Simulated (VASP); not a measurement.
# SbP (P3_121) in VASP: notebook, part 2 of 2

VASP 6.6.1. The steps go on from the part before.

## Step 3: Relaxation of cell and atoms, PBE

INCAR reads:

```
PREC = Accurate
ENCUT = 600
EDIFF = 1E-6
ISMEAR = 0
SIGMA = 0.1
LREAL = F
LASPH = T
NELM = 100
ALGO = Normal
ISIF = 3
LWAVE = F
LCHARG = F
GGA = PE
IBRION = 2
NSW = 90
EDIFFG = -0.04
```

KPOINTS reads:

```
Automatic mesh
0
Gamma
  6 6 2
```

POSCAR reads:

```
SbP
1.0
    5.2218062400      0.0000000000      0.0000000000
   -2.6109031200      4.5222168500      0.0000000000
    0.0000000000      0.0000000000      7.7189315300
Sb P
3 3
Direct
    0.0783184900      0.0000000000      0.8333333300
    0.0000000000      0.0783184900      0.1666666700
    0.9216815100      0.9216815100      0.5000000000
    0.4730853100      0.0000000000      0.3333333300
    0.0000000000      0.4730853100      0.6666666700
    0.5269146900      0.5269146900      0.0000000000
```

Potentials or basis: VASP PAW PBE potentials, release 64 (Sb, P).

Command:

```
> cat potpaw_PBE.64/Sb/POTCAR potpaw_PBE.64/P/POTCAR > POTCAR
> mpirun -np 1 vasp_std > vasp.out
```

OUTCAR:

```text
PREC = Accurate
   ENCUT = 600
   EDIFF = 1E-6
   ISMEAR = 0
   LREAL = F
   LASPH = T
   NELM = 100
   ISIF = 3
   GGA = PE
   IBRION = 2
   NSW = 90
   EDIFFG = -0.04

 ion  position               nearest neighbor table
   1  0.078  0.000  0.833-   3 2.67   2 2.67   5 2.88   6 2.88   5 2.99   6 2.99
   2  0.000  0.078  0.167-   3 2.67   1 2.67   4 2.88   6 2.88   4 2.99   6 2.99
   3  0.922  0.922  0.500-   2 2.67   1 2.67   5 2.88   4 2.88   5 2.99   4 2.99
   4  0.473  0.000  0.333-   2 2.88   3 2.88   2 2.99   3 2.99
   5  0.000  0.473  0.667-   1 2.88   3 2.88   1 2.99   3 2.99
   6  0.527  0.527  0.000-   1 2.88   2 2.88   2 2.99   1 2.99

  LATTYP: Found a hexagonal cell.
 ALAT       =     5.2218062400
 C/A-ratio  =     1.4782110203

  Lattice vectors:

 A1 = (   5.2218062400,   0.0000000000,   0.0000000000)
 A2 = (  -2.6109031200,   4.5222168500,   0.0000000000)
 A3 = (   0.0000000000,   0.0000000000,   7.7189315300)

Analysis of symmetry for initial positions (statically):
=====================================================================
 Subroutine PRICEL returns:
 Original cell was already a primitive cell.

 Routine SETGRP: Setting up the symmetry group for a
 hexagonal supercell.

 Subroutine GETGRP returns: Found  6 space group operations
 (whereof  2 operations were pure point group operations)
 out of a pool of 24 trial point group operations.

The static configuration has the point symmetry C_2 .
 The point group associated with its full space group is D_3 .

Analysis of symmetry for dynamics (positions and initial velocities):
=====================================================================
 Subroutine PRICEL returns:
 Original cell was already a primitive cell.

 Routine SETGRP: Setting up the symmetry group for a
 hexagonal supercell.

 Subroutine GETGRP returns: Found  6 space group operations
 (whereof  2 operations were pure point group operations)
 out of a pool of 24 trial point group operations.

[... 110 lines left out ...]
   NUPDOWN=      -1.0000    fix difference up-down
   EMIN   =  10.00;   EMAX   =-10.00  energy-range for DOS
   EFERMI =   0.00;   METHOD = LEGACY
   ISMEAR =     0;   SIGMA  =   0.10  broadening in eV -4-tet -1-fermi 0-gaus
   EFERMI_NEDOS =   21; number of points for ismear=-14 and -15
   IALGO  =     38    algorithm
   IMIX   =      4    mixing-type and parameters
     AMIX     =   0.40;   BMIX     =  1.00
     AMIX_MAG =   1.60;   BMIX_MAG =  1.00
  volume/ion in A,a.u.               =      30.38       205.01
  Fermi-wavevector in a.u.,A,eV,Ry     =   0.897165  1.695395 10.951389  0.804904
  Thomas-Fermi vector in A             =   2.019714
   LORBIT       =      0    0 simple, 1 ext, 2 COOP (PROOUT), +10 PAW based schemes
   GGA     = PE    functional components
   LHFCALC =     F    Hartree Fock is set to
   AEXX    =    0.0000 exact exchange contribution
   IVDW    =     0    specifies the selected vdW correction
   LEPSILON=     F    determine dielectric tensor
   LRPA    =     F    only Hartree local field effects (RPA)
 conjugate gradient relaxation of ions
 non-spin polarized calculation
 Gauss-broadening in eV      SIGMA  =   0.10
  energy-cutoff  :      600.00
  volume of cell :      182.28
 maximum number of plane-waves:      6127
 NGX is ok and might be reduce to    42
   NGX = 21   NGY = 21   NGZ = 31

--------------------------------------- Ionic step        1  -------------------------------------------

 number of electron      30.0000000 magnetization

 Free energy of the ion-electron system (eV)
  ---------------------------------------------------
  ext. energy  EPLUGINS =         0.00000000
  ---------------------------------------------------
  free energy    TOTEN  =       -22.16158297 eV

  energy without entropy =      -22.13342816  energy(sigma->0) =      -22.14750556

------------------------ aborting loop because EDIFF is reached ----------------------------------------

  FORCE on cell =-STRESS in cart. coord.  units (eV):
  Direction    XX          YY          ZZ          XY          YZ          ZX
  --------------------------------------------------------------------------------------
  -------------------------------------------------------------------------------------
  Total       -7.4580558     -7.4580558     15.7082980      0.0000000      0.0000000      0.0000000
  in kB      -65.5551608    -65.5551606    138.0735175      0.0000000      0.0000000      0.0000000
  external PRESSURE =       2.3210654 kB  Pullay stress =       0.0000000 kB
[... 722 lines left out ...]
      6      -2.1659      2.00000
[... 11 lines left out ...]
     18       8.0149      0.00000
     19      11.1357      0.00000

[... ionic steps 4 to 31 ...]

--------------------------------------- Ionic step       32  -------------------------------------------

 number of electron      29.9999999 magnetization

------------------------ aborting loop because EDIFF is reached ----------------------------------------
[... 75 lines left out ...]
--------------------------------------- Ionic step       34  -------------------------------------------

 number of electron      29.9999999 magnetization

 Free energy of the ion-electron system (eV)
  ---------------------------------------------------
  ext. energy  EPLUGINS =         0.00000000
  ---------------------------------------------------
  free energy    TOTEN  =       -27.76223557 eV

  energy without entropy =      -27.74909749  energy(sigma->0) =      -27.75566653

 E-fermi :   8.0276     XC(G=0): -10.2095

 val. band max:        8.0052248152   @ k =   0.3333   0.0000   0.5000
 cond. band min:       8.0834865888   @ k =   0.3333   0.0000   0.5000
 fundamental gap:      0.0782617735
 Fermi energy:         8.0275588583
[... 339 lines left out ...]
  FREE ENERGIE OF THE ION-ELECTRON SYSTEM (eV)
  ---------------------------------------------------
  free  energy   TOTEN  =       -27.7622355672 eV

  energy  without entropy=      -27.7490974865  energy(sigma->0) =      -27.75566653

 reached required accuracy - stopping structural energy minimisation
```

CONTCAR:

```text
SbP
   1.00000000000000
     3.9839834019174489    0.0000000000000001   -0.0000000000000000
    -1.9919917009587245    3.4502308321472728    0.0000000000000000
    -0.0000000000000000   -0.0000000000000000    9.7442910247442267
  Sb              P
     3     3
Direct
     0.3333107850023092    0.0000000000000000    0.8333333300000021
     0.9999999999961141    0.3333107849945373    0.1666666699999979
     0.6666892150015764    0.6666892150054625    0.5000000000000000
     0.3317611722687428    0.0000000000000000    0.3333333300000021
     0.9999999999980493    0.3317611722648416    0.6666666699999979
     0.6682388277332079    0.6682388277351585    0.0000000000000000

  0.00000000E+00  0.00000000E+00  0.00000000E+00
  0.00000000E+00  0.00000000E+00  0.00000000E+00
  0.00000000E+00  0.00000000E+00  0.00000000E+00
  0.00000000E+00  0.00000000E+00  0.00000000E+00
  0.00000000E+00  0.00000000E+00  0.00000000E+00
  0.00000000E+00  0.00000000E+00  0.00000000E+00
```

It took 22 min on 1 thread of Intel Xeon 6975P-C, shared host; peak memory 0.38 GiB.

What came out:

```yaml
Free_energy: -27.7622 eV
Relaxed_volume: 22.32 Å³/atom
Relaxed_cell: a = 3.984 Å, b = 3.984 Å, c = 9.744 Å, α = 90.00°, β = 90.00°, γ = 120.00°
Space_group_after_relaxing_to_0.05_Å: Fm-3m (No. 225)
Energy_gained_by_relaxing: 933.4 meV/atom
Ionic_steps: 34
Pressure_after_relaxing: 0.0 GPa
Largest_force_after_relaxing: 0.034 eV/Å
Band_gap_on_the_k_mesh: zero (band 15 reaches 8.36 eV, above the bottom of band 16 at 7.64 eV)
```

Forces in eV/Å, atoms in the order of the input:
```
Sb   0.012  0.000  0.000
Sb  -0.006  0.011  0.000
Sb  -0.006 -0.011  0.000
P    0.034  0.000  0.000
P   -0.017  0.030  0.000
P   -0.017 -0.030  0.000
```

The path:
| step | energy change (eV) | largest force (eV/Å) | pressure (GPa) | volume (Å³) |
| --- | --- | --- | --- | --- |
| 1 | 0.0000 | 1.0132 | 0.23 | 182.28 |
| 2 | -1.6825 | 0.2750 | -3.85 | 181.41 |
| 3 | -2.0633 | 0.3403 | -4.84 | 179.97 |
| 4 | -2.6513 | 0.4487 | -5.50 | 175.37 |
| 5 | -3.3300 | 0.6005 | -5.33 | 160.26 |
| 6 | -3.0511 | 0.5463 | -5.80 | 170.37 |
| 7 | -3.2805 | 0.5934 | -5.67 | 165.63 |
| 8 | -3.5797 | 0.8572 | 4.88 | 133.62 |
| 9 | -3.7087 | 0.7866 | 0.15 | 144.11 |
| 10 | -3.8298 | 0.5551 | 0.45 | 143.19 |
| 11 | -3.9605 | 0.6681 | 1.89 | 141.01 |
| 12 | -4.0405 | 0.6768 | 0.21 | 144.63 |
| 13 | -4.0847 | 0.6606 | -1.90 | 149.91 |
| 14 | -4.1650 | 0.6966 | -1.92 | 149.54 |
| 15 | -4.3994 | 0.7863 | -2.10 | 148.34 |
| 16 | -4.8147 | 0.8690 | -2.58 | 145.53 |
| 17 | -4.6649 | 0.6826 | -2.54 | 138.22 |
| 18 | -4.9746 | 0.7611 | -3.02 | 143.47 |
| 19 | -5.1698 | 0.7089 | -1.85 | 139.07 |
| 20 | -5.3347 | 0.6001 | 2.51 | 129.64 |
| 21 | -5.3427 | 0.6102 | 1.30 | 131.67 |
| 22 | -5.4379 | 0.4346 | 0.51 | 132.88 |
| 23 | -5.5528 | 0.1463 | -1.16 | 136.00 |
| 24 | -5.5539 | 0.1769 | -1.30 | 136.32 |
| 25 | -5.5786 | 0.2048 | 0.24 | 133.55 |
| 26 | -5.5790 | 0.2087 | 0.46 | 133.18 |
| 27 | -5.5880 | 0.1680 | 0.17 | 133.69 |
| 28 | -5.5923 | 0.1215 | -0.19 | 134.32 |
| 29 | -5.5959 | 0.0867 | 0.03 | 133.90 |
| 30 | -5.5983 | 0.0447 | 0.45 | 133.14 |
| 31 | -5.6002 | 0.0448 | 0.12 | 133.72 |
| 32 | -5.6004 | 0.0448 | -0.03 | 133.99 |
| 33 | -5.6004 | 0.0449 | -0.03 | 133.97 |
| 34 | -5.6007 | 0.0341 | -0.01 | 133.94 |

Final structure:
```xyz
6
Lattice="3.9840 0.0000 0.0000 -1.9920 3.4502 0.0000 0.0000 0.0000 9.7443" Properties=species:S:1:pos:R:3 pbc="T T T"
Sb    1.3279    0.0000    8.1202
Sb    3.3200    1.1500    1.6240
Sb    1.3280    2.3002    4.8721
P     1.3217    0.0000    3.2481
P     3.3231    1.1447    6.4962
P     1.3311    2.3056    0.0000
```

Caveat: the k points lie up to 0.32 Å⁻¹ apart in the final cell; the volume moved by over 15 % at a fixed basis, so the end points are rough; spin-orbit coupling is left out, which moves the levels of the heavy elements.
